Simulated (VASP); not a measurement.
# AlO2 (Cmcm) in VASP: a series of runs

AlO2 is run at these levels: PBEsol; tasks: single point.

Everything below comes from runs of VASP 6.6.1. Logs are shortened: lines on timing, memory, paths and dates and some standing lists are left out, and cuts for length are marked.

### Step 1. The cell of the first run

The structure is orthorhombic, space group Cmcm (No. 63). Conventional cell: a = 2.912 Å, b = 9.856 Å, c = 3.597 Å, α = 90.00°, β = 90.00°, γ = 90.00°. Al (site symmetry m2m) has 6 O at 1.85 to 1.96 Å within 2.5 Å. Within 2.5 Å of O (site symmetry m2m) lie 4 Al at 1.85 to 1.96 Å and 4 O at 2.48 Å. O (site symmetry m2m) has 2 O at 1.89 Å and 2 Al at 1.96 Å within 2.5 Å.

### Step 2. Single point, PBEsol

INCAR reads:

```
  ALGO = Normal
  EDIFF = 1E-6
  ENCUT = 520
  GGA = PS
  ISIF = 2
  ISMEAR = 0
  LASPH = T
  LCHARG = F
  LREAL = F
  LWAVE = F
  NBANDS = 24
  NELM = 100
  PREC = Accurate
  SIGMA = 0.1
```

KPOINTS reads:

```
k-points
0
Gamma
  12 12 10
```

POSCAR reads:

```
AlO2
1.0
    1.4558366401     -4.9281502574      0.0000000000
    1.4558366401      4.9281502574      0.0000000000
    0.0000000000      0.0000000000      3.5969079721
Al O
2 4
Direct
    0.3381220327      0.6618779673      0.2500000000
    0.6618779673      0.3381220327      0.7500000000
    0.7048719433      0.2951280567      0.2500000000
    0.2951280567      0.7048719433      0.7500000000
    0.9710806955      0.0289193045      0.2500000000
    0.0289193045      0.9710806955      0.7500000000
```

Potentials or basis: VASP PAW PBE potentials, release 64 (Al, O).

Started as:

```bash
$ cat potpaw_PBE.64/Al/POTCAR potpaw_PBE.64/O/POTCAR > POTCAR
$ mpirun -np 1 vasp_std > vasp.out
```

OUTCAR:

```text
EDIFF = 1E-6
   ENCUT = 520
   GGA = PS
   ISIF = 2
   ISMEAR = 0
   LASPH = T
   LREAL = F
   NELM = 100
   PREC = Accurate

 ion  position               nearest neighbor table
   1  0.338  0.662  0.250-   4 1.85   4 1.85   5 1.96   5 1.96   3 1.96   3 1.96   2 2.89   2 2.89
                             2 2.89   2 2.89
   2  0.662  0.338  0.750-   3 1.85   3 1.85   6 1.96   6 1.96   4 1.96   4 1.96   1 2.89   1 2.89
                             1 2.89   1 2.89
   3  0.705  0.295  0.250-   2 1.85   2 1.85   1 1.96   1 1.96
   4  0.295  0.705  0.750-   1 1.85   1 1.85   2 1.96   2 1.96
   5  0.971  0.029  0.250-   6 1.89   6 1.89   1 1.96   1 1.96
   6  0.029  0.971  0.750-   5 1.89   5 1.89   2 1.96   2 1.96

  LATTYP: Found a base centered orthorhombic cell.
 ALAT       =     2.9116732802
 B/A-ratio  =     3.3850983837
 C/A-ratio  =     1.2353405159

  Lattice vectors:

 A1 = (   1.4558366401,  -4.9281502574,   0.0000000000)
 A2 = (   1.4558366401,   4.9281502574,   0.0000000000)
 A3 = (   0.0000000000,   0.0000000000,   3.5969079721)

Analysis of symmetry for initial positions (statically):
=====================================================================
 Subroutine PRICEL returns:
 Original cell was already a primitive cell.

 Routine SETGRP: Setting up the symmetry group for a
 base centered orthorhombic supercell.

 Subroutine GETGRP returns: Found  8 space group operations
 (whereof  4 operations were pure point group operations)
 out of a pool of  8 trial point group operations.

The static configuration has the point symmetry C_2h.
 The point group associated with its full space group is D_2h.

Analysis of symmetry for dynamics (positions and initial velocities):
=====================================================================
 Subroutine PRICEL returns:
 Original cell was already a primitive cell.

 Routine SETGRP: Setting up the symmetry group for a
 base centered orthorhombic supercell.

 Subroutine GETGRP returns: Found  8 space group operations
 (whereof  4 operations were pure point group operations)
 out of a pool of  8 trial point group operations.

The dynamic configuration has the point symmetry C_2h.
 The point group associated with its full space group is D_2h.

 Subroutine INISYM returns: Found  8 space group operations
 (whereof  4 operations are pure point group operations),
 and found     1 'primitive' translations

----------------------------------------------------------------------------------------

                                     Primitive cell

  volume of cell :      51.6126

  direct lattice vectors                    reciprocal lattice vectors
     1.455836640 -4.928150257  0.000000000     0.343445127 -0.101457945  0.000000000
     1.455836640  4.928150257  0.000000000     0.343445127  0.101457945  0.000000000
     0.000000000  0.000000000  3.596907972     0.000000000  0.000000000  0.278016565

  length of vectors
     5.138689063  5.138689063  3.596907972     0.358117676  0.358117676  0.278016565

  position of ions in fractional coordinates (direct lattice)
     0.338122033  0.661877967  0.250000000
     0.661877967  0.338122033  0.750000000
     0.704871943  0.295128057  0.250000000
     0.295128057  0.704871943  0.750000000
     0.971080695  0.028919305  0.250000000
     0.028919305  0.971080695  0.750000000

  ion indices of the primitive-cell ions
   primitive index   ion index
                 1           1
                 2           2
                 3           3
                 4           4
                 5           5
                 6           6

----------------------------------------------------------------------------------------

 KPOINTS: k-points

Automatic generation of k-mesh.
 Grid dimensions read from file:
 generate k-points for:   12   12   10

 Generating k-lattice:

  Cartesian coordinates                     Fractional coordinates (reciprocal lattice)
     0.028620427 -0.008454829  0.000000000     0.083333333  0.000000000  0.000000000
     0.028620427  0.008454829  0.000000000     0.000000000  0.083333333  0.000000000
     0.000000000  0.000000000  0.027801657     0.000000000  0.000000000  0.100000000

  Length of vectors
     0.029843140  0.029843140  0.027801657

  Shift w.r.t. Gamma in fractional coordinates (k-lattice)
     0.000000000  0.000000000  0.000000000

 Subroutine IBZKPT returns following result:
 ===========================================

 Found    258 irreducible k-points:

 Following reciprocal coordinates:
            Coordinates               Weight
  0.000000  0.000000  0.000000      1.000000
  0.083333 -0.000000  0.000000      4.000000
  0.166667  0.000000  0.000000      4.000000
  0.250000  0.000000  0.000000      4.000000
  0.333333  0.000000  0.000000      4.000000
  0.416667  0.000000  0.000000      4.000000
[... 16 lines left out ...]
  0.500000  0.166667  0.000000      4.000000
 -0.416667  0.166667  0.000000      4.000000
 [... further k-points ...]
   k-points           NKPTS =    258   k-points in BZ     NKDIM =    258   number of bands    NBANDS=     24
   number of dos      NEDOS =    301   number of ions     NIONS =      6
   total plane-waves  NPLWV =  44800
   dimension x,y,z NGX =    40 NGY =   40 NGZ =   28
   dimension x,y,z NGXF=    80 NGYF=   80 NGZF=   56
   ions per type =               2   4
   NGX,Y,Z   is equivalent  to a cutoff of  12.94, 12.94, 12.94 a.u.
   NGXF,Y,Z  is equivalent  to a cutoff of  25.88, 25.88, 25.88 a.u.
 SYSTEM =  unknown system
   PREC   = accura    normal or accurate (medium, high low for compatibility)
   ISTART =      0    job   : 0-new  1-cont  2-samecut
   ICHARG =      2    charge: 1-file 2-atom 10-const
   ISPIN  =      1    spin polarized calculation?
   LNONCOLLINEAR =      F non collinear calculations
   LSORBIT =      F    spin-orbit coupling
   LASPH  =      T    aspherical Exc in radial PAW
   ENCUT  =  520.0 eV  38.22 Ry    6.18 a.u.   9.55  9.55  6.69*2*pi/ulx,y,z
   NELM   =    100;   NELMIN=  2; NELMDL= -5     # of ELM steps
   EDIFF  = 0.1E-05   stopping-criterion for ELM
   LREAL  =      F    real-space projection
   EDIFFG = 0.1E-04   stopping-criterion for IOM
   NSW    =      0    number of steps for IOM
   IBRION =     -1    ionic relax: 0-MD 1-quasi-New 2-CG
   NFREE  =      0    steps in history (QN), initial steepest desc. (CG)
   ISIF   =      2    stress and relaxation
   ISYM   =      2    0-nonsym 1-usesym 2-fastsym
   POTIM  = 0.5000    time-step for ionic-motion
   TEBEG  =    0.0;   TEEND  =   0.0 temperature during run
   PSTRESS=    0.0 pullay stress
   NELECT =      30.0000    total number of electrons
   NUPDOWN=      -1.0000    fix difference up-down
   EMIN   =  10.00;   EMAX   =-10.00  energy-range for DOS
   EFERMI =   0.00;   METHOD = LEGACY
   ISMEAR =     0;   SIGMA  =   0.10  broadening in eV -4-tet -1-fermi 0-gaus
   EFERMI_NEDOS =   21; number of points for ismear=-14 and -15
   IALGO  =     38    algorithm
   IMIX   =      4    mixing-type and parameters
     AMIX     =   0.40;   BMIX     =  1.00
     AMIX_MAG =   1.60;   BMIX_MAG =  1.00
  volume/ion in A,a.u.               =       8.60        58.05
  Fermi-wavevector in a.u.,A,eV,Ry     =   1.366249  2.581837 25.397140  1.866637
  Thomas-Fermi vector in A             =   2.492406
   LORBIT       =      0    0 simple, 1 ext, 2 COOP (PROOUT), +10 PAW based schemes
   GGA     = PS    functional components
   LHFCALC =     F    Hartree Fock is set to
   AEXX    =    0.0000 exact exchange contribution
   IVDW    =     0    specifies the selected vdW correction
   LEPSILON=     F    determine dielectric tensor
   LRPA    =     F    only Hartree local field effects (RPA)
 non-spin polarized calculation
 Gauss-broadening in eV      SIGMA  =   0.10
  energy-cutoff  :      520.00
  volume of cell :       51.61
 maximum number of plane-waves:      1423
 NGX is ok and might be reduce to    40
   NGX = 19   NGY = 19   NGZ = 13

 number of electron      30.0000010 magnetization

 Free energy of the ion-electron system (eV)
  ---------------------------------------------------
  ext. energy  EPLUGINS =         0.00000000
  ---------------------------------------------------
  free energy    TOTEN  =       -42.49954593 eV

  energy without entropy =      -42.49126943  energy(sigma->0) =      -42.49540768

 E-fermi :   6.1821     XC(G=0): -11.8436

 val. band max:        6.1494408110   @ k =   0.1667   0.0000   0.5000
 cond. band min:       6.1844757269   @ k =   0.4167   0.3333   0.5000
 fundamental gap:      0.0350349160
 Fermi energy:         6.1821211695

 k-point     1 :       0.0000    0.0000    0.0000
  band No.  band energies     occupation
      1     -14.4949      2.00000
      2     -12.7275      2.00000
      3     -10.6010      2.00000
      4      -9.9178      2.00000
      5      -1.1371      2.00000
      6      -0.1268      2.00000
[... 16 lines left out ...]
     23      19.5500      0.00000
     24      21.4070      0.00000

 k-point     2 :       0.0833   -0.0000    0.0000
  band No.  band energies     occupation
      1     -14.4335      2.00000
      2     -12.7072      2.00000
      3     -10.6207      2.00000
      4      -9.8890      2.00000
      5      -1.0716      2.00000
      6      -0.1042      2.00000
[... 16 lines left out ...]
     23      19.4037      0.00000
     24      20.4040      0.00000

 k-point     3 :       0.1667    0.0000    0.0000
  band No.  band energies     occupation
      1     -14.2580      2.00000
      2     -12.6447      2.00000
      3     -10.6893      2.00000
      4      -9.8095      2.00000
      5      -0.8837      2.00000
      6      -0.0581      2.00000
[... 16 lines left out ...]
     23      19.0266      0.00000
     24      19.2634      0.00000
[... 514 lines left out ...]
 k-point    23 :       0.5000    0.1667    0.0000
  band No.  band energies     occupation
      1     -13.5889      2.00000
      2     -12.5516      2.00000
      3     -11.0658      2.00000
      4      -9.5413      2.00000
      5      -0.3354      2.00000
      6      -0.1848      2.00000
[... 16 lines left out ...]
     23      18.9482      0.00000
     24      19.6507      0.00000

 k-point    24 :      -0.4167    0.1667    0.0000
  band No.  band energies     occupation
      1     -13.8417      2.00000
      2     -12.7857      2.00000
      3     -10.8250      2.00000
      4      -9.6350      2.00000
      5      -0.4454      2.00000
      6       0.1730      2.00000
[... 16 lines left out ...]
     23      18.8021      0.00000
     24      19.7351      0.00000

 [... further k-points ...]

------------------------ aborting loop because EDIFF is reached ----------------------------------------

  FORCE on cell =-STRESS in cart. coord.  units (eV):
  Direction    XX          YY          ZZ          XY          YZ          ZX
  --------------------------------------------------------------------------------------
  -------------------------------------------------------------------------------------
  Total        0.0554105     -0.0146340      0.0433354      0.0000000      0.0000000      0.0000000
  in kB        1.7200716     -0.4542742      1.3452332      0.0000000      0.0000000      0.0000000
  external PRESSURE =       0.8703435 kB  Pullay stress =       0.0000000 kB

 VOLUME and BASIS-vectors are now :
 -----------------------------------------------------------------------------
  energy-cutoff  :      520.00
  volume of cell :       51.61
      direct lattice vectors                 reciprocal lattice vectors
     1.455836640 -4.928150257  0.000000000     0.343445127 -0.101457945  0.000000000
     1.455836640  4.928150257  0.000000000     0.343445127  0.101457945  0.000000000
     0.000000000  0.000000000  3.596907972     0.000000000  0.000000000  0.278016565

 POSITION                                       TOTAL-FORCE (eV/Angst)
 -----------------------------------------------------------------------------------
      1.45584      1.59552      0.89923         0.000000     -0.018392     -0.000000
      1.45584     -1.59552      2.69768         0.000000      0.018392     -0.000000
      1.45584     -2.01928      0.89923         0.000000      0.003098      0.000000
      1.45584      2.01928      2.69768         0.000000     -0.003098     -0.000000
      1.45584     -4.64311      0.89923         0.000000     -0.006380     -0.000000
      1.45584      4.64311      2.69768         0.000000      0.006380     -0.000000
 -----------------------------------------------------------------------------------
    total drift:                               -0.000000     -0.000000     -0.000000

  FREE ENERGIE OF THE ION-ELECTRON SYSTEM (eV)
  ---------------------------------------------------
  free  energy   TOTEN  =       -42.4995459326 eV

  energy  without entropy=      -42.4912694319  energy(sigma->0) =      -42.49540768
```

Wall time 5.2 min (1 thread of Intel Xeon Platinum 8488C (Sapphire Rapids), shared host); peak memory 0.37 GiB.

What came out:

```
Free energy            : -42.4995 eV
Pressure               : 0.1 GPa
Largest force          : 0.018 eV/Å
Band gap on the k mesh : zero (bands 15 and 16 overlap by 0.18 eV)
```

Forces in eV/Å, atoms in the order of the input:
```
Al   0.000 -0.018  0.000
Al   0.000  0.018  0.000
O    0.000  0.003  0.000
O    0.000 -0.003  0.000
O    0.000 -0.006  0.000
O    0.000  0.006  0.000
```

Levels at points of the mesh, in eV from the Fermi level:
| k point | band 11 | band 12 | band 13 | band 14 | band 15 | band 16 | band 17 | band 18 | band 19 | band 20 |
| --- | --- | --- | --- | --- | --- | --- | --- | --- | --- | --- |
| (0.00, 0.00, 0.00) | -2.29 | -1.80 | -1.22 | -1.14 | -0.74 | 1.98 | 5.15 | 8.36 | 9.23 | 10.89 |
| (0.50, 0.00, 0.00) | -3.73 | -2.76 | -2.75 | -1.89 | -1.56 | 2.08 | 9.07 | 9.64 | 9.85 | 10.58 |
| (0.50, 0.50, 0.00) | -2.95 | -2.05 | -1.97 | -1.30 | -0.81 | 2.06 | 6.41 | 7.66 | 8.88 | 11.28 |
| (0.00, 0.00, 0.50) | -2.36 | -2.36 | -1.67 | -1.67 | -0.09 | -0.09 | 7.56 | 7.56 | 9.30 | 9.30 |
| (0.50, 0.00, 0.50) | -2.98 | -2.98 | -1.61 | -1.61 | 0.08 | 0.08 | 9.90 | 9.90 | 10.19 | 10.19 |
| (0.50, 0.50, 0.50) | -2.39 | -2.39 | -2.07 | -2.07 | -0.10 | -0.10 | 7.88 | 7.88 | 9.81 | 9.81 |

Caveat: the PAW data sets were made with another functional, which shifts forces and pressure a little.

### Step 3. Single point, PBEsol

This run uses another cell than the first one, of 9.77 Å³/atom.

INCAR reads:

```
SYSTEM = AlO2
PREC = Accurate ; ENCUT = 520
EDIFF = 1E-7 ; ISMEAR = 0
SIGMA = 0.1 ; LREAL = .False.
LASPH = .True. ; NELM = 100
ALGO = Normal ; ISIF = 2
LWAVE = .False. ; LCHARG = .True.
GGA = PS ; LELF = .True.
LVHAR = .True. ; NBANDS = 24
```

KPOINTS reads:

```
Automatic mesh
0
Gamma
  12 12 10
  0 0 0
```

POSCAR reads:

```
AlO2
1.0
    1.4881620000     -5.4028330000      0.0000000000
    1.4881620000      5.4028330000      0.0000000000
    0.0000000000      0.0000000000      3.6466120000
Al O
2 4
Direct
    0.3318670000      0.6681330000      0.2500000000
    0.6681330000      0.3318670000      0.7500000000
    0.7058160000      0.2941840000      0.2500000000
    0.2941840000      0.7058160000      0.7500000000
    0.9389280000      0.0610720000      0.2500000000
    0.0610720000      0.9389280000      0.7500000000
```

Potentials or basis: VASP PAW PBE potentials, release 64 (Al, O).

Started as:

```bash
$ cat potpaw_PBE.64/Al/POTCAR potpaw_PBE.64/O/POTCAR > POTCAR
$ mpirun -np 1 vasp_std > vasp.out
```

It took 7 min on 1 thread of Intel Xeon Platinum 8488C (Sapphire Rapids), shared host; peak memory 0.41 GiB.

It converged, with:

| Property | Result |
| --- | --- |
| Free energy | -41.6193 eV |
| Pressure | -5.9 GPa |
| Largest force | 0.666 eV/Å |
| Band gap on the k mesh | zero (bands 15 and 16 overlap by 0.58 eV) |

Forces on the atoms (eV/Å):
```
Al   0.000 -0.187  0.000
Al   0.000  0.187  0.000
O    0.000 -0.014  0.000
O    0.000  0.014  0.000
O    0.000 -0.666  0.000
O    0.000  0.666  0.000
```

Stress tensor (GPa, compression positive):
```
-6.21  0.00  0.00
 0.00 -6.78  0.00
 0.00  0.00 -4.84
```

Levels at points of the mesh, in eV from the Fermi level:
| k point | band 12 | band 13 | band 14 | band 15 | band 16 | band 17 | band 18 | band 19 |
| --- | --- | --- | --- | --- | --- | --- | --- | --- |
| (0.00, 0.00, 0.00) | -1.83 | -1.31 | -0.48 | 0.05 | 0.10 | 5.81 | 8.31 | 9.77 |
| (0.50, 0.00, 0.00) | -2.49 | -1.81 | -1.09 | -0.54 | -0.05 | 9.82 | 9.95 | 11.32 |
| (0.50, 0.50, 0.00) | -1.56 | -1.54 | -1.51 | -0.48 | -0.01 | 7.27 | 7.53 | 8.73 |
| (0.00, 0.00, 0.50) | -1.79 | -1.06 | -1.06 | -0.20 | -0.20 | 8.59 | 8.59 | 9.52 |
| (0.50, 0.00, 0.50) | -2.39 | -1.29 | -1.29 | 0.19 | 0.19 | 10.07 | 10.07 | 11.64 |
| (0.50, 0.50, 0.50) | -2.23 | -1.69 | -1.69 | 0.37 | 0.37 | 8.77 | 8.77 | 9.77 |

Caveat: the cell stands under tension; the PAW data sets were made with another functional, which shifts forces and pressure a little.

### Step 4. Single point, PBEsol, collinear spin

This run uses another cell than the first one, of 9.77 Å³/atom.

INCAR reads:

```
SYSTEM = AlO2
PREC = Accurate
ENCUT = 520
EDIFF = 1E-6
ISMEAR = 0
SIGMA = 0.1
LREAL = .False.
LASPH = .True.
NELM = 150
ALGO = Normal
ISIF = 2
LWAVE = .False.
LCHARG = .False.
ISPIN = 2
MAGMOM = 0 0 0 0 2.5 2.5
LORBIT = 11
GGA = PS
NBANDS = 28
```

KPOINTS is that of step 3.

POSCAR is that of step 3.

Started as:

```bash
$ cat potpaw_PBE.64/Al/POTCAR potpaw_PBE.64/O/POTCAR > POTCAR
$ mpirun -np 1 vasp_std > vasp.out
```

It took 29 min on 1 thread of Oxide Virtual Turin-like, shared host; peak memory 0.63 GiB.

It converged, with:

- Free energy: -41.8973 eV
- Pressure: -5.1 GPa
- Largest force: 0.109 eV/Å
- Net moment: 1.91 μB per cell
- Site moments: Al -0.01; O +0.10, +0.72 (each value once) μB
- Valence electrons inside the program's atomic spheres: Al 0.70; O 5.12, 4.88 (each value once)

Forces on the atoms (eV/Å):
```
Al   0.000  0.031  0.000
Al   0.000 -0.031  0.000
O    0.000 -0.109  0.000
O    0.000  0.109  0.000
O    0.000  0.058  0.000
O    0.000 -0.058  0.000
```

Stress tensor (GPa, compression positive):
```
-4.54  0.00  0.00
 0.00 -5.48  0.00
 0.00  0.00 -5.24
```

Levels at points of the mesh, in eV from the Fermi level:
Spin up:
```csv
k point,band 12,band 13,band 14,band 15,band 16,band 17,band 18,band 19,band 20,band 21
"(0.00, 0.00, 0.00)",-1.94,-1.41,-0.40,-0.26,-0.21,5.95,8.59,9.95,10.84,12.89
"(0.50, 0.00, 0.00)",-2.73,-1.86,-1.07,-0.84,-0.69,10.01,10.16,11.43,11.51,11.93
"(0.50, 0.50, 0.00)",-1.78,-1.65,-1.41,-0.62,-0.21,7.38,7.66,8.99,12.27,12.76
"(0.00, 0.00, 0.50)",-1.61,-1.10,-1.10,-0.78,-0.78,8.69,8.69,9.71,9.71,13.55
"(0.50, 0.00, 0.50)",-2.44,-1.13,-1.13,-0.35,-0.35,10.25,10.25,11.76,11.76,12.76
"(0.50, 0.50, 0.50)",-2.20,-1.53,-1.53,-0.10,-0.10,8.86,8.86,9.98,9.98,13.23
```
Spin down:
| k point | band 10 | band 11 | band 12 | band 13 | band 14 | band 15 | band 16 | band 17 | band 18 | band 19 |
| --- | --- | --- | --- | --- | --- | --- | --- | --- | --- | --- |
| (0.00, 0.00, 0.00) | -1.86 | -1.60 | -1.16 | -0.77 | -0.05 | 0.90 | 1.24 | 6.19 | 8.63 | 10.10 |
| (0.50, 0.00, 0.00) | -3.56 | -1.84 | -1.45 | -1.29 | -0.49 | 0.25 | 1.25 | 10.19 | 10.31 | 11.60 |
| (0.50, 0.50, 0.00) | -1.46 | -1.11 | -0.88 | -0.84 | -0.76 | -0.04 | 1.28 | 7.59 | 7.99 | 9.06 |
| (0.00, 0.00, 0.50) | -1.68 | -1.30 | -1.30 | -0.40 | -0.40 | 0.89 | 0.89 | 8.94 | 8.94 | 9.95 |
| (0.50, 0.00, 0.50) | -3.09 | -1.71 | -1.71 | -0.77 | -0.77 | 1.28 | 1.28 | 10.36 | 10.36 | 12.05 |
| (0.50, 0.50, 0.50) | -1.77 | -1.70 | -1.70 | -1.20 | -1.20 | 1.43 | 1.43 | 9.15 | 9.15 | 10.17 |

Caveat: the cell stands under tension; the PAW data sets were made with another functional, which shifts forces and pressure a little.

[end of part 1 of 2]
